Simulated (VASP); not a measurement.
# CsI: single point with PBE

Crystal: CsI.

```
Cs I
1.0
     4.56670    0.00000    0.00000
     0.00000    4.56670    0.00000
     0.00000    0.00000    4.49820
Cs I
1 1
Direct
  0.00000 0.00000 0.00000
  0.50000 0.50000 0.50000
```

This cell differs from its parent crystal: strain -0.0150 x Voigt [0, 0, 1, 0, 0, 0].

```json
{"Program": "VASP 6.6.1", "Task": "single point", "Functional": "PBE", "Potentials or basis": "VASP PAW PBE potentials, release 64 (Cs_sv, I)", "Cutoff": "500 eV", "k mesh": "6 × 6 × 6", "Occupations": "gaussian, width 0.05 eV", "Spin": "no spin polarisation", "Dipole correction": "no", "Further INCAR settings": "ALGO = Normal; EDIFF = 1e-06; NBANDS = 15"}
```

The pressure is 1.0 GPa. The band gap on the k mesh is 3.87 eV (least direct gap 3.96 eV).

Stress tensor (GPa, compression positive):
```
0.92 0.00 0.00
0.00 0.92 0.00
0.00 0.00 1.20
```

Levels at points of the mesh, in eV from the valence-band top:
| k point | band 5 | band 6 | band 7 | band 8 | band 9 | band 10 | band 11 | band 12 |
| --- | --- | --- | --- | --- | --- | --- | --- | --- |
| (0.00, 0.00, 0.00) | -7.10 | -0.15 | -0.15 | -0.08 | 3.87 | 4.09 | 4.14 | 7.67 |
| (0.50, 0.00, 0.00) | -7.04 | -1.64 | -0.33 | -0.24 | 5.13 | 6.49 | 6.73 | 6.77 |
| (0.50, 0.50, 0.00) | -7.00 | -0.91 | -0.91 | 0.00 | 4.18 | 4.95 | 6.14 | 6.14 |
| (0.00, 0.00, 0.50) | -7.05 | -1.65 | -0.31 | -0.31 | 5.17 | 6.52 | 6.75 | 6.81 |
| (0.50, 0.00, 0.50) | -7.01 | -0.94 | -0.90 | -0.07 | 4.21 | 4.85 | 5.99 | 6.04 |
| (0.50, 0.50, 0.50) | -7.37 | -1.41 | -1.38 | -1.38 | 7.15 | 7.15 | 7.23 | 7.84 |

Run time: 65 s on 1 thread of Intel Xeon 8259CL (shared host), peak memory 0.23 GiB.

Caveat: the cell differs from its parent crystal (strain -0.0150 x Voigt [0, 0, 1, 0, 0, 0]); spin-orbit coupling is left out, which moves the levels of the heavy elements. A k mesh can miss the band edges.
